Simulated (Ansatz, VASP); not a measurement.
**Two plane-wave programs on HgH3**

```
CELL_PARAMETERS angstrom
7.16685 0.00000 0.00000
0.00000 7.16685 0.00000
0.00000 0.00000 7.16685
ATOMIC_POSITIONS crystal
Hg 0.50000 0.50000 0.50000
Hg 0.00000 0.00000 0.00000
H 0.05249 0.50000 0.50000
H 0.94751 0.50000 0.50000
H 0.50000 0.05249 0.50000
H 0.50000 0.94751 0.50000
H 0.50000 0.50000 0.05249
H 0.50000 0.50000 0.94751
```

Alike in both runs: functional PBE; k mesh 4 × 4 × 4; occupations gaussian, width 0.02 eV; no spin polarisation.

Ansatz relaxed the structure, and its values are those at the end. VASP's run is a single point on that final structure, the one shown.

|  | VASP | Ansatz |
| --- | --- | --- |
| version | VASP 6.6.1 | Ansatz 0.2.0 |
| potentials or method | VASP PAW PBE potentials, release 64 (Hg, H), cutoff 520 eV | scalar-relativistic, plane waves, PAW |
| valence electrons in the cell | 30 | 46 |

|  | VASP | Ansatz | Ansatz less VASP |
| --- | --- | --- | --- |
| gap on the k mesh at the Fermi level (eV) | 4.86 | 4.85 | -0.009 |
| least direct gap on the mesh (eV) | 4.86 | 4.85 | -0.009 |
| pressure (GPa) | 0.0 | 0.0 | +0.05 |
| rms of the force components (eV/Å) | 0.009 | 0.003 | -0.0060 |

The functional is the same, so the differences come from potentials, cutoffs and numerics. VASP's potentials hold 30 valence electrons a cell and Ansatz's 46, so a difference there can come from the potentials and not from the codes.

Neither program's run includes spin-orbit coupling.
